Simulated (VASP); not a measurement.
A run of VASP 6.6.1:

File INCAR:

```
SYSTEM = GaP
PREC = Accurate
ENCUT = 500
EDIFF = 1E-6
ISMEAR = -1
SIGMA = 0.01
LREAL = .False.
LASPH = .True.
NELM = 120
ALGO = Normal
ISIF = 2
LWAVE = .False.
LCHARG = .False.
GGA = PE
NBANDS = 16
GGA_COMPAT = .False.
```

The input KPOINTS:

```
Automatic mesh
0
Gamma
  9 9 9
  0 0 0
```

POSCAR

```
GaP
1.0
    0.0000000000      2.7258125000      2.7258125000
    2.7258125000      0.0000000000      2.7258125000
    2.7258125000      2.7258125000      0.0000000000
Ga P
1 1
Direct
    0.0000000000      0.0000000000      0.0000000000
    0.7500000000      0.7500000000      0.7500000000
```

Potentials or basis: VASP PAW PBE potentials, release 64 (Ga_d, P).

Run with:

```console
$ cat potpaw_PBE.64/Ga_d/POTCAR potpaw_PBE.64/P/POTCAR > POTCAR
$ mpirun -np 1 vasp_std > vasp.out
```

Hardware: 1 thread of Intel Xeon 8259CL (shared host).

Question: How long does it take, and how much memory?

Answer: Run time: 37 s on 1 thread of Intel Xeon 8259CL, on a shared host, peak memory 0.16 GiB. Counts: scf iterations 12, k points 35.
